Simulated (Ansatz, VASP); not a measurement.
## Sb3Au: VASP beside Ansatz

Contents of INCAR:

```
  PREC = Accurate
  ENCUT = 520
  EDIFF = 1E-8
  ISMEAR = -1
  SIGMA = 0.05
  LREAL = F
  LASPH = T
  NELM = 60
  ALGO = Normal
  ISIF = 2
  LWAVE = F
  LCHARG = F
  GGA = CA
  LEFG = T
  NBANDS = 21
```

File KPOINTS:

```
regular mesh
0
Gamma
  10 10 10
```

POSCAR

```
Sb3Au
1.0
   -3.0400000000      3.0400000000      3.0704000000
    3.0400000000     -3.0400000000      3.0704000000
    3.0400000000      3.0400000000     -3.0704000000
Sb Au
3 1
Direct
    0.0000000000      0.5000000000      0.5000000000
    0.5000000000      0.0000000000      0.5000000000
    0.5000000000      0.5000000000      0.0000000000
    0.0000000000      0.0000000000      0.0000000000
```

Input for Ansatz:

```yaml
crystal:
  lattice:
    - [-3.04, 3.04, 3.0704]
    - [3.04, -3.04, 3.0704]
    - [3.04, 3.04, -3.0704]
  atoms:
    - { symbol: Sb, position: [0.0, 0.5, 0.5] }
    - { symbol: Sb, position: [0.5, 0.0, 0.5] }
    - { symbol: Sb, position: [0.5, 0.5, 0.0] }
    - { symbol: Au, position: [0.0, 0.0, 0.0] }
kpoints:
  mp_grid: { grid: [10, 10, 10] }
scf:
  occupations: { method: fermi_dirac, width: 0.05 }
hamiltonian:
  xc: lda
  pseudopotentials: { kind: paw }
output:
  forces: true
  stress: true
  eigenvalues: true
  efg: { contact_densities: true }
```

Change from the starting cell: zz strain of +1 %, PAW files.

Alike in both runs: task electric field gradients; functional LDA; k mesh 10 × 10 × 10; occupations fermi-dirac, width 0.05 eV; no spin polarisation.

|  | VASP | Ansatz |
| --- | --- | --- |
| version | VASP 6.6.1 | Ansatz 0.2.0 |
| potentials or method | VASP PAW LDA potentials, release 64 (Sb, Au) | PAW with Ansatz's default frozen-core files, scalar-relativistic |
| plane-wave cutoff (eV) | 520 | 420 |
| valence electrons in the cell | 26 | 64 |

|  | VASP | Ansatz | Ansatz less VASP |
| --- | --- | --- | --- |
| pressure (GPa) | -8.1 | -8.2 | -0.11 |
| traceless stress, the component that is largest in VASP (GPa) | -0.46 | -0.45 | +0.008 |
| size of Vzz on the site where it differs most (V/Å²) | 8.7 | 16.0 | +7.32 |

LDA's correlation is that of Perdew and Zunger in VASP and of Perdew and Wang (1992) in Ansatz. VASP's potentials hold 26 valence electrons a cell and Ansatz's 64, so a difference there can come from the potentials and not from the codes.

Spin-orbit coupling is off throughout.
